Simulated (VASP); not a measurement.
# BiAs (wurtzite type) (P6_3mc) in VASP: a series of runs, part 2 of 2

VASP 6.6.1. Earlier steps stand in the parts before.

### Step 3. Electric field gradients, r2SCAN

This run uses another cell than the first one, of 35.64 Å³/atom, 1.042 times its volume.

POSCAR

```
BiAs
1.0
    5.0342678860      0.0000000000      0.0000000000
   -2.5171339430      4.3598038787      0.0000000000
    0.0000000000      0.0000000000      6.4956657088
As Bi
2 2
Direct
    0.3333333333      0.6666666667     -0.0274116519
    0.6666666667      0.3333333333      0.4725883481
    0.3333333333      0.6666666667      0.4034116519
    0.6666666667      0.3333333333      0.9034116519
```

INCAR.step1

```
  PREC = Accurate
  ENCUT = 520
  ISMEAR = -1
  SIGMA = 0.08
  LREAL = F
  LASPH = T
  NELM = 100
  NBANDS = 28
  GGA = PE
  ALGO = Normal
  EDIFF = 1E-4
  LWAVE = T
  LCHARG = F
```

INCAR.step2

```
  PREC = Accurate
  ENCUT = 520
  EDIFF = 1E-8
  ISMEAR = -1
  SIGMA = 0.08
  LREAL = F
  LASPH = T
  NELM = 100
  ALGO = Normal
  ISIF = 2
  LWAVE = F
  LCHARG = F
  METAGGA = R2SCAN
  LMIXTAU = T
  LEFG = T
  NBANDS = 28
  ISTART = 1
```

KPOINTS

```
regular mesh
0
Gamma
  10 10 6
```

Potentials or basis: VASP PAW PBE potentials, release 64 (As, Bi_d).

Command:

```bash
> cat potpaw_PBE.64/As/POTCAR potpaw_PBE.64/Bi_d/POTCAR > POTCAR
> cp INCAR.step1 INCAR
> mpirun -np 1 vasp_std > vasp.out
> cp INCAR.step2 INCAR
> mpirun -np 1 vasp_std > vasp.out
```

OUTCAR:

```text
PREC = Accurate
   ENCUT = 520
   EDIFF = 1E-8
   ISMEAR = -1
   LREAL = F
   LASPH = T
   NELM = 100
   ISIF = 2
   METAGGA = R2SCAN
   ISTART = 1

 ion  position               nearest neighbor table
   1  0.333  0.667  0.973-   3 2.80   4 2.94   4 2.94   4 2.94
   2  0.667  0.333  0.473-   4 2.80   3 2.94   3 2.94   3 2.94
   3  0.333  0.667  0.403-   1 2.80   2 2.94   2 2.94   2 2.94
   4  0.667  0.333  0.903-   2 2.80   1 2.94   1 2.94   1 2.94

  LATTYP: Found a hexagonal cell.
 ALAT       =     5.0342678860
 C/A-ratio  =     1.2902900394

  Lattice vectors:

 A1 = (   5.0342678860,   0.0000000000,   0.0000000000)
 A2 = (  -2.5171339430,   4.3598038787,   0.0000000000)
 A3 = (   0.0000000000,   0.0000000000,   6.4956657088)

Analysis of symmetry for initial positions (statically):
=====================================================================
 Subroutine PRICEL returns:
 Original cell was already a primitive cell.
[... 950 lines left out ...]
     -0.00000      2.90654      6.31761         0.000000     -0.000000      0.109618
      2.51713      1.45327      3.06978        -0.000000     -0.000000      0.109618
     -0.00000      2.90654      2.62043        -0.000000     -0.000000     -0.109618
      2.51713      1.45327      5.86826         0.000000      0.000000     -0.109618
 -----------------------------------------------------------------------------------
    total drift:                               -0.000000      0.000000      0.000586

  FREE ENERGIE OF THE ION-ELECTRON SYSTEM (eV)
  ---------------------------------------------------
  free  energy   TOTEN  =      -145.9789441174 eV

  energy  without entropy=     -145.9690844236  energy(sigma->0) =     -145.97401427

 Electric field gradients (V/A^2)
---------------------------------------------------------------------
 ion       V_xx      V_yy      V_zz      V_xy      V_xz      V_yz
---------------------------------------------------------------------
   1      -7.140    -7.140    14.280     0.000    -0.000     0.000
   2      -7.140    -7.140    14.280     0.000     0.000    -0.000
   3      29.735    29.734   -59.468    -0.001    -0.000     0.000
   4      29.735    29.734   -59.468    -0.001     0.000    -0.000
---------------------------------------------------------------------

 Electric field gradients after diagonalization (V/A^2)
 (convention: |V_zz| > |V_xx| > |V_yy|)
----------------------------------------------------------------------
 ion       V_xx      V_yy      V_zz     asymmetry (V_yy - V_xx)/ V_zz
----------------------------------------------------------------------
   1      -7.140    -7.140    14.280       0.000
   2      -7.140    -7.140    14.280       0.000
   3      29.735    29.733   -59.468       0.000
   4      29.735    29.733   -59.468       0.000
----------------------------------------------------------------------

           NMR quadrupolar parameters

 Cq : quadrupolar parameter    Cq=e*Q*V_zz/h
 eta: asymmetry parameters     (V_yy - V_xx)/ V_zz
 Q  : nuclear electric quadrupole moment in mb (millibarn)
----------------------------------------------------------------------
 ion       Cq(MHz)       eta       Q (mb)
----------------------------------------------------------------------
   1       0.035       0.000       1.000
   2       0.035       0.000       1.000
   3      -0.144       0.000       1.000
   4      -0.144       0.000       1.000
----------------------------------------------------------------------
```

OUTCAR.step1:

```text
PREC = Accurate
   ENCUT = 520
   ISMEAR = -1
   LREAL = F
   LASPH = T
[... 974 lines left out ...]
     -0.00000      2.90654      6.31761         0.000000     -0.000000     -0.007387
      2.51713      1.45327      3.06978         0.000000      0.000000     -0.007387
     -0.00000      2.90654      2.62043        -0.000000     -0.000000      0.007387
      2.51713      1.45327      5.86826        -0.000000      0.000000      0.007387
 -----------------------------------------------------------------------------------
    total drift:                               -0.000000      0.000000     -0.001987

  FREE ENERGIE OF THE ION-ELECTRON SYSTEM (eV)
  ---------------------------------------------------
  free  energy   TOTEN  =       -16.8327252549 eV

  energy  without entropy=      -16.8200418696  energy(sigma->0) =      -16.82638356
```

OSZICAR.step1:

```text
N       E                     dE             d eps       ncg     rms          rms(c)
DAV:   1     0.373169560248E+03    0.37317E+03   -0.19376E+04  3144   0.143E+03
DAV:   2     0.224485960466E+02   -0.35072E+03   -0.34301E+03  3240   0.375E+02
DAV:   3    -0.156967502806E+02   -0.38145E+02   -0.37445E+02  3996   0.140E+02
DAV:   4    -0.171669773973E+02   -0.14702E+01   -0.14674E+01  3604   0.293E+01
DAV:   5    -0.172276175620E+02   -0.60640E-01   -0.60636E-01  4244   0.592E+00    0.337E+00
DAV:   6    -0.168260042354E+02    0.40161E+00   -0.14794E+00  3728   0.480E+00    0.167E+00
DAV:   7    -0.168337840967E+02   -0.77799E-02   -0.20560E-01  3364   0.169E+00    0.970E-01
DAV:   8    -0.168334607967E+02    0.32330E-03   -0.38154E-02  3556   0.119E+00    0.183E-01
DAV:   9    -0.168321306233E+02    0.13302E-02   -0.10805E-02  3528   0.559E-01    0.855E-02
DAV:  10    -0.168324237399E+02   -0.29312E-03   -0.11383E-03  3032   0.149E-01    0.536E-02
DAV:  11    -0.168327256002E+02   -0.30186E-03   -0.63287E-04  2812   0.113E-01    0.154E-02
DAV:  12    -0.168327252549E+02    0.34525E-06   -0.65167E-05  2196   0.475E-02
   1 F= -.16832725E+02 E0= -.16826384E+02  d E =-.126834E-01
```

Wall time 16 min (1 thread of AMD EPYC 7R43 (Zen 3), shared host); peak memory 0.37 GiB.

Results:

```yaml
Free_energy: -145.9789 eV
Pressure: -1.0 GPa
Largest_force: 0.110 eV/Å
Band_gap_on_the_k_mesh: 0.21 eV, indirect (least direct gap 1.01 eV)
```

Forces on the atoms (eV/Å):
```
As   0.000  0.000  0.110
As   0.000  0.000  0.110
Bi   0.000  0.000 -0.110
Bi   0.000  0.000 -0.110
```

Stress tensor (GPa, compression positive):
```
-0.85  0.00  0.00
 0.00 -0.85  0.00
 0.00  0.00 -1.41
```

Levels at points of the mesh, in eV from the valence-band top:
```
           k point  band 17  band 18  band 19  band 20  band 21  band 22  band 23  band 24
(0.00, 0.00, 0.00)    -3.62    -2.01    -2.01    -1.93     0.22     0.22     2.28     2.28
(0.50, 0.00, 0.00)    -3.48    -2.74    -2.38    -0.96     1.84     2.29     3.25     3.50
(0.00, 0.00, 0.50)    -2.95    -2.95    -2.40    -2.40     1.12     1.12     1.12     1.12
(0.50, 0.00, 0.50)    -2.70    -2.70    -1.55    -1.55     0.60     0.60     2.92     2.92
```

Electric field gradients, principal values (V/Å²):
```
atom   least  middle  greatest (by size)
1 As  -7.140  -7.140              14.280
2 As  -7.140  -7.140              14.280
3 Bi  29.733  29.735             -59.468
4 Bi  29.733  29.735             -59.468
```

Caveat: without QUAD_EFG the Cq values of the log hold for a quadrupole moment of 1 mb, not for the nuclei; the PAW data sets were made with another functional, which shifts forces and pressure a little; spin-orbit coupling is left out, which moves the levels of the heavy elements.
